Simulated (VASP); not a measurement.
# HgTe (Coloradoite) (F-43m) in VASP: a series of runs

Runs on HgTe (Coloradoite). Level: r2SCAN. Tasks: single point, relaxation of the atoms.

All numbers are computed with VASP 6.6.1; they aren't measurements. Logs are shortened: lines on timing, memory, paths and dates and some standing lists are left out, and cuts for length are marked.

### 1 The cell of the first run

Symmetry: F-43m, No. 216, cubic system. The conventional cell has a = 6.616 Å, b = 6.616 Å, c = 6.616 Å, α = 90.00°, β = 90.00°, γ = 90.00°. Within 3.8 Å of Hg (site symmetry -43m) lie 4 Te at 2.86 Å. Within 3.8 Å of Te (site symmetry -43m) lie 4 Hg at 2.86 Å.

### 2 Single point, r2SCAN

POSCAR

```
HgTe
1.0
    0.0000000000      3.3078051000      3.3078051000
    3.3078051000      0.0000000000      3.3078051000
    3.3078051000      3.3078051000      0.0000000000
Hg Te
1 1
Direct
    0.0000000000      0.0000000000      0.0000000000
    0.2500000000      0.2500000000      0.2500000000
```

INCAR.step1

```
SYSTEM = HgTe
PREC = Accurate ; ENCUT = 520
ISMEAR = -1 ; SIGMA = 0.1
LREAL = .False. ; LASPH = .True.
NELM = 80 ; NBANDS = 16
GGA = PE ; ALGO = Normal
EDIFF = 1E-4 ; LWAVE = .True.
LCHARG = .False.
```

INCAR.step2

```
SYSTEM = HgTe
PREC = Accurate ; ENCUT = 520
EDIFF = 1E-6 ; ISMEAR = -1
SIGMA = 0.1 ; LREAL = .False.
LASPH = .True. ; NELM = 80
ALGO = Normal ; ISIF = 2
LWAVE = .False. ; LCHARG = .False.
METAGGA = R2SCAN ; LMIXTAU = .True.
NBANDS = 16 ; ISTART = 1
```

KPOINTS

```
regular mesh
0
Gamma
  9 9 9
  0 0 0
```

Potentials or basis: VASP PAW PBE potentials, release 64 (Hg, Te).

The run is started by

```
$ cat potpaw_PBE.64/Hg/POTCAR potpaw_PBE.64/Te/POTCAR > POTCAR
$ cp INCAR.step1 INCAR
$ mpirun -np 1 vasp_std > vasp.out
$ cp INCAR.step2 INCAR
$ mpirun -np 1 vasp_std > vasp.out
```

OUTCAR:

```text
SYSTEM = HgTe
   PREC = Accurate
   ENCUT = 520
   EDIFF = 1E-6
   ISMEAR = -1
   LREAL = .False.
   LASPH = .True.
   NELM = 80
   ISIF = 2
   METAGGA = R2SCAN
   ISTART = 1

 ion  position               nearest neighbor table
   1  0.000  0.000  0.000-   2 2.86   2 2.86   2 2.86   2 2.86
   2  0.250  0.250  0.250-   1 2.86   1 2.86   1 2.86   1 2.86

  LATTYP: Found a face centered cubic cell.
 ALAT       =     6.6156102000

  Lattice vectors:

 A1 = (   0.0000000000,   3.3078051000,   3.3078051000)
 A2 = (   3.3078051000,   0.0000000000,   3.3078051000)
 A3 = (   3.3078051000,   3.3078051000,   0.0000000000)

Analysis of symmetry for initial positions (statically):
=====================================================================
 Subroutine PRICEL returns:
 Original cell was already a primitive cell.

 Routine SETGRP: Setting up the symmetry group for a
 face centered cubic supercell.

 Subroutine GETGRP returns: Found 24 space group operations
 (whereof 24 operations were pure point group operations)
 out of a pool of 48 trial point group operations.

The static configuration has the point symmetry T_d .

Analysis of symmetry for dynamics (positions and initial velocities):
=====================================================================
 Subroutine PRICEL returns:
 Original cell was already a primitive cell.

 Routine SETGRP: Setting up the symmetry group for a
 face centered cubic supercell.

 Subroutine GETGRP returns: Found 24 space group operations
 (whereof 24 operations were pure point group operations)
 out of a pool of 48 trial point group operations.

The dynamic configuration has the point symmetry T_d .

 Subroutine INISYM returns: Found 24 space group operations
 (whereof 24 operations are pure point group operations),
 and found     1 'primitive' translations

----------------------------------------------------------------------------------------

                                     Primitive cell

  volume of cell :      72.3852

  direct lattice vectors                    reciprocal lattice vectors
     0.000000000  3.307805100  3.307805100    -0.151157636  0.151157636  0.151157636
     3.307805100  0.000000000  3.307805100     0.151157636 -0.151157636  0.151157636
     3.307805100  3.307805100  0.000000000     0.151157636  0.151157636 -0.151157636

  length of vectors
     4.677942834  4.677942834  4.677942834     0.261812706  0.261812706  0.261812706

  position of ions in fractional coordinates (direct lattice)
     0.000000000  0.000000000  0.000000000
     0.250000000  0.250000000  0.250000000

  ion indices of the primitive-cell ions
   primitive index   ion index
                 1           1
                 2           2

----------------------------------------------------------------------------------------

 KPOINTS: regular mesh

Automatic generation of k-mesh.
 Grid dimensions read from file:
 generate k-points for:    9    9    9

 Generating k-lattice:

  Cartesian coordinates                     Fractional coordinates (reciprocal lattice)
    -0.016795293  0.016795293  0.016795293     0.111111111  0.000000000  0.000000000
     0.016795293 -0.016795293  0.016795293     0.000000000  0.111111111  0.000000000
     0.016795293  0.016795293 -0.016795293     0.000000000  0.000000000  0.111111111

  Length of vectors
     0.029090301  0.029090301  0.029090301

  Shift w.r.t. Gamma in fractional coordinates (k-lattice)
     0.000000000  0.000000000  0.000000000

 Subroutine IBZKPT returns following result:
 ===========================================

 Found     35 irreducible k-points:

 Following reciprocal coordinates:
            Coordinates               Weight
  0.000000  0.000000  0.000000      1.000000
  0.111111  0.000000  0.000000      8.000000
  0.222222  0.000000  0.000000      8.000000
  0.333333  0.000000  0.000000      8.000000
  0.444444  0.000000  0.000000      8.000000
  0.111111  0.111111  0.000000      6.000000
[... 16 lines left out ...]
 -0.333333  0.333333  0.000000     12.000000
  0.444444  0.444444  0.000000      6.000000
 [... further k-points ...]
   k-points           NKPTS =     35   k-points in BZ     NKDIM =     35   number of bands    NBANDS=     16
   number of dos      NEDOS =    301   number of ions     NIONS =      2
   total plane-waves  NPLWV =  46656
   dimension x,y,z NGX =    36 NGY =   36 NGZ =   36
   dimension x,y,z NGXF=    72 NGYF=   72 NGZF=   72
   ions per type =               1   1
   NGX,Y,Z   is equivalent  to a cutoff of  12.79, 12.79, 12.79 a.u.
   NGXF,Y,Z  is equivalent  to a cutoff of  25.59, 25.59, 25.59 a.u.
 SYSTEM =  HgTe
   PREC   = accura    normal or accurate (medium, high low for compatibility)
   ISTART =      1    job   : 0-new  1-cont  2-samecut
   ICHARG =      0    charge: 1-file 2-atom 10-const
   ISPIN  =      1    spin polarized calculation?
   LNONCOLLINEAR =      F non collinear calculations
   LSORBIT =      F    spin-orbit coupling
   LASPH  =      T    aspherical Exc in radial PAW
   ENCUT  =  520.0 eV  38.22 Ry    6.18 a.u.   8.70  8.70  8.70*2*pi/ulx,y,z
   NELM   =     80;   NELMIN=  2; NELMDL=  0     # of ELM steps
   EDIFF  = 0.1E-05   stopping-criterion for ELM
   LREAL  =      F    real-space projection
   EDIFFG = 0.1E-04   stopping-criterion for IOM
   NSW    =      0    number of steps for IOM
   IBRION =     -1    ionic relax: 0-MD 1-quasi-New 2-CG
   NFREE  =      0    steps in history (QN), initial steepest desc. (CG)
   ISIF   =      2    stress and relaxation
   ISYM   =      2    0-nonsym 1-usesym 2-fastsym
   POTIM  = 0.5000    time-step for ionic-motion
   TEBEG  =    0.0;   TEEND  =   0.0 temperature during run
   PSTRESS=    0.0 pullay stress
   NELECT =      18.0000    total number of electrons
   NUPDOWN=      -1.0000    fix difference up-down
   EMIN   =  10.00;   EMAX   =-10.00  energy-range for DOS
   EFERMI =   0.00;   METHOD = LEGACY
   ISMEAR =    -1;   SIGMA  =   0.10  broadening in eV -4-tet -1-fermi 0-gaus
   EFERMI_NEDOS =   21; number of points for ismear=-14 and -15
   IALGO  =     38    algorithm
   IMIX   =      4    mixing-type and parameters
     AMIX     =   0.40;   BMIX     =  1.00
     AMIX_MAG =   1.60;   BMIX_MAG =  1.00
  volume/ion in A,a.u.               =      36.19       244.24
  Fermi-wavevector in a.u.,A,eV,Ry     =   1.029475  1.945425 14.419707  1.059819
  Thomas-Fermi vector in A             =   2.163524
   LORBIT       =      0    0 simple, 1 ext, 2 COOP (PROOUT), +10 PAW based schemes
   METAGGA = R2SCAN    functional components
   LHFCALC =     F    Hartree Fock is set to
   AEXX    =    0.0000 exact exchange contribution
   IVDW    =     0    specifies the selected vdW correction
   LEPSILON=     F    determine dielectric tensor
   LRPA    =     F    only Hartree local field effects (RPA)
 non-spin polarized calculation
  energy-cutoff  :      520.00
  volume of cell :       72.39
 maximum number of plane-waves:      1964
   NGX = 17   NGY = 17   NGZ = 17

 number of electron      17.9999999 magnetization

 Free energy of the ion-electron system (eV)
  ---------------------------------------------------
  ext. energy  EPLUGINS =         0.00000000
  ---------------------------------------------------
  free energy    TOTEN  =       -75.16206925 eV

  energy without entropy =      -75.16052571  energy(sigma->0) =      -75.16129748

 E-fermi :   2.3761     XC(G=0):  -8.9850

 val. band max:        2.1498964711   @ k =   0.0000   0.0000   0.0000
 cond. band min:       2.8361793701   @ k =   0.1111   0.0000   0.0000
 fundamental gap:      0.6862828990
 Fermi energy:         2.3761420856

 k-point     1 :       0.0000    0.0000    0.0000
  band No.  band energies     occupation
      1      -9.7622      2.00000
      2      -5.0991      2.00000
      3      -5.0991      2.00000
      4      -5.0991      2.00000
      5      -4.6117      2.00000
      6      -4.6117      2.00000
[... 8 lines left out ...]
     15      12.0958      0.00000
     16      12.0958      0.00000

 k-point     2 :       0.1111    0.0000    0.0000
  band No.  band energies     occupation
      1      -9.7064      2.00000
      2      -5.0836      2.00000
      3      -5.0836      2.00000
      4      -5.0731      2.00000
      5      -4.6130      2.00000
      6      -4.6130      2.00000
[... 8 lines left out ...]
     15      11.4093      0.00000
     16      11.4093      0.00000

 k-point     3 :       0.2222    0.0000    0.0000
  band No.  band energies     occupation
      1      -9.5599      2.00000
      2      -5.0462      2.00000
      3      -5.0462      2.00000
      4      -4.9724      2.00000
      5      -4.6130      2.00000
      6      -4.6130      2.00000
[... 8 lines left out ...]
     15      11.0686      0.00000
     16      11.0686      0.00000

 k-point     4 :       0.3333    0.0000    0.0000
  band No.  band energies     occupation
      1      -9.3841      2.00000
      2      -5.0086      2.00000
      3      -5.0086      2.00000
      4      -4.7467      2.00000
      5      -4.6057      2.00000
      6      -4.6057      2.00000
[... 8 lines left out ...]
     15      11.4605      0.00000
     16      11.4605      0.00000

 k-point     5 :       0.4444    0.0000    0.0000
  band No.  band energies     occupation
      1      -9.2637      2.00000
      2      -4.9879      2.00000
      3      -4.9879      2.00000
      4      -4.5956      2.00000
      5      -4.5956      2.00000
      6      -4.4166      2.00000
[... 8 lines left out ...]
     15      12.3776      0.00000
     16      12.3776      0.00000

 k-point     6 :       0.1111    0.1111    0.0000
  band No.  band energies     occupation
      1      -9.6877      2.00000
      2      -5.0839      2.00000
      3      -5.0687      2.00000
      4      -5.0687      2.00000
      5      -4.6217      2.00000
      6      -4.6053      2.00000
[... 8 lines left out ...]
     15      10.5714      0.00000
     16      12.1663      0.00000
[... 267 lines left out ...]
 k-point    21 :       0.4444    0.3333    0.0000
  band No.  band energies     occupation
      1      -9.1508      2.00000
      2      -4.9095      2.00000
      3      -4.8460      2.00000
      4      -4.8054      2.00000
      5      -4.5674      2.00000
      6      -4.4080      2.00000
[... 8 lines left out ...]
     15      12.9979      0.00000
     16      13.9924      0.00000

 k-point    22 :      -0.4444    0.3333    0.0000
  band No.  band energies     occupation
      1      -9.0951      2.00000
      2      -4.9099      2.00000
      3      -4.8450      2.00000
      4      -4.7263      2.00000
      5      -4.5808      2.00000
      6      -4.1895      2.00000
[... 8 lines left out ...]
     15      12.5498      0.00000
     16      14.0873      0.00000

 k-point    23 :      -0.3333    0.3333    0.0000
  band No.  band energies     occupation
      1      -9.1141      2.00000
      2      -4.9229      2.00000
      3      -4.8793      2.00000
      4      -4.6618      2.00000
      5      -4.6029      2.00000
      6      -4.2011      2.00000
[... 8 lines left out ...]
     15      11.6065      0.00000
     16      14.3215      0.00000

 k-point    24 :       0.4444    0.4444    0.0000
  band No.  band energies     occupation
      1      -9.0902      2.00000
      2      -4.8899      2.00000
      3      -4.8055      2.00000
      4      -4.8055      2.00000
      5      -4.5581      2.00000
      6      -4.2864      2.00000
[... 8 lines left out ...]
     15      12.9043      0.00000
     16      14.3012      0.00000

 [... further k-points ...]
[... 5 lines left out ...]
  --------------------------------------------------------------------------------------
  -------------------------------------------------------------------------------------
  Total       -0.3088076     -0.3088076     -0.3088076     -0.0000000     -0.0000000      0.0000000
  in kB       -6.8351631     -6.8351631     -6.8351631     -0.0000000     -0.0000000      0.0000000
  external PRESSURE =      -6.8351631 kB  Pullay stress =       0.0000000 kB

 VOLUME and BASIS-vectors are now :
 -----------------------------------------------------------------------------
  energy-cutoff  :      520.00
  volume of cell :       72.39
      direct lattice vectors                 reciprocal lattice vectors
     0.000000000  3.307805100  3.307805100    -0.151157636  0.151157636  0.151157636
     3.307805100  0.000000000  3.307805100     0.151157636 -0.151157636  0.151157636
     3.307805100  3.307805100  0.000000000     0.151157636  0.151157636 -0.151157636

 POSITION                                       TOTAL-FORCE (eV/Angst)
 -----------------------------------------------------------------------------------
      0.00000      0.00000      0.00000         0.000000      0.000000      0.000000
      1.65390      1.65390      1.65390        -0.000000     -0.000000     -0.000000
 -----------------------------------------------------------------------------------
    total drift:                                0.000000      0.000000      0.000000

  FREE ENERGIE OF THE ION-ELECTRON SYSTEM (eV)
  ---------------------------------------------------
  free  energy   TOTEN  =       -75.1620692527 eV

  energy  without entropy=      -75.1605257095  energy(sigma->0) =      -75.16129748
```

It took 57 s on 1 thread of Intel Xeon 6975P-C (Granite Rapids), shared host; peak memory 0.24 GiB.

What came out:

```yaml
Free_energy: -75.1621 eV
Pressure: -0.7 GPa
Band_gap_on_the_k_mesh: zero (filled and empty bands touch)
```

Caveat: the PAW data sets were made with another functional, which shifts forces and pressure a little; spin-orbit coupling is left out, which moves the levels of the heavy elements.

### 3 Single point, r2SCAN

This run uses another cell than the first one, of 36.90 Å³/atom, 1.020 times its volume.

POSCAR

```
HgTe
1.0
    0.0000000000      3.3292849600      3.3292849600
    3.3292849600      0.0000000000      3.3292849600
    3.3292849600      3.3292849600      0.0000000000
Hg Te
1 1
Direct
    0.0000000000      0.0000000000      0.0000000000
    0.2500000000      0.2500000000      0.2500000000
```

INCAR.step1

```
PREC = Accurate
ENCUT = 520
ISMEAR = -1
SIGMA = 0.1
LREAL = F
LASPH = T
NELM = 100
NBANDS = 16
GGA = PE
ALGO = Normal
EDIFF = 1E-4
LWAVE = T
LCHARG = F
```

INCAR.step2

```
PREC = Accurate
ENCUT = 520
EDIFF = 1E-6
ISMEAR = -1
SIGMA = 0.1
LREAL = F
LASPH = T
NELM = 100
ALGO = Normal
ISIF = 2
LWAVE = F
LCHARG = T
METAGGA = R2SCAN
LMIXTAU = T
LELF = T
LVHAR = T
NBANDS = 16
ISTART = 1
```

KPOINTS

```
regular mesh
0
Gamma
  9 9 9
```

Potentials or basis: VASP PAW PBE potentials, release 64 (Hg, Te).

The run is started by

```
$ cat potpaw_PBE.64/Hg/POTCAR potpaw_PBE.64/Te/POTCAR > POTCAR
$ cp INCAR.step1 INCAR
$ mpirun -np 1 vasp_std > vasp.out
$ cp INCAR.step2 INCAR
$ mpirun -np 1 vasp_std > vasp.out
```

Wall time 59 s (1 thread of Intel Xeon 6975P-C (Granite Rapids), shared host); peak memory 0.23 GiB.

Results (log left out):

```
Free energy            : -75.1533 eV
Pressure               : -1.4 GPa
Band gap on the k mesh : zero (filled and empty bands touch)
```

Levels at points of the mesh, in eV from the Fermi level:
```tsv
k point	band 7	band 8	band 9	band 10	band 11	band 12
(0.00, 0.00, 0.00)	-0.87	-0.23	-0.23	-0.23	4.50	4.50
```

Caveat: the PAW data sets were made with another functional, which shifts forces and pressure a little; spin-orbit coupling is left out, which moves the levels of the heavy elements.

### 4 Single point, r2SCAN

This run uses another cell than the first one, of 37.61 Å³/atom, 1.039 times its volume.

POSCAR

```
HgTe
1.0
    0.0000000000      3.3504911700      3.3504911700
    3.3504911700      0.0000000000      3.3504911700
    3.3504911700      3.3504911700      0.0000000000
Hg Te
1 1
Direct
    0.0000000000      0.0000000000      0.0000000000
    0.2500000000      0.2500000000      0.2500000000
```

INCAR.step1

```
  ALGO = Normal
  EDIFF = 1E-4
  ENCUT = 520
  GGA = PE
  ISMEAR = -1
  LASPH = True
  LCHARG = False
  LREAL = False
  LWAVE = True
  NBANDS = 16
  NELM = 100
  PREC = Accurate
  SIGMA = 0.1
```

INCAR.step2

```
  ALGO = Normal
  EDIFF = 1E-6
  ENCUT = 520
  ISIF = 2
  ISMEAR = -1
  ISTART = 1
  LASPH = True
  LCHARG = False
  LMIXTAU = True
  LREAL = False
  LWAVE = False
  METAGGA = R2SCAN
  NBANDS = 16
  NELM = 100
  PREC = Accurate
  SIGMA = 0.1
```

KPOINTS

```
k-points
0
Gamma
  9 9 9
```

The run is started by

```
$ cat potpaw_PBE.64/Hg/POTCAR potpaw_PBE.64/Te/POTCAR > POTCAR
$ cp INCAR.step1 INCAR
$ mpirun -np 1 vasp_std > vasp.out
$ cp INCAR.step2 INCAR
$ mpirun -np 1 vasp_std > vasp.out
```

Run time: 59 s. Hardware: 1 thread of Intel Xeon 6975P-C (Granite Rapids), shared host; peak memory 0.23 GiB.

The run converged. Its results:

```yaml
Free_energy: -75.1388 eV
Pressure: -2.0 GPa
Band_gap_on_the_k_mesh: zero (filled and empty bands touch)
```

Levels at points of the mesh, in eV from the Fermi level:
| k point | band 7 | band 8 | band 9 | band 10 | band 11 | band 12 |
| --- | --- | --- | --- | --- | --- | --- |
| (0.00, 0.00, 0.00) | -0.92 | -0.23 | -0.23 | -0.23 | 4.53 | 4.53 |

Caveat: the PAW data sets were made with another functional, which shifts forces and pressure a little; spin-orbit coupling is left out, which moves the levels of the heavy elements.

[end of part 1 of 2]
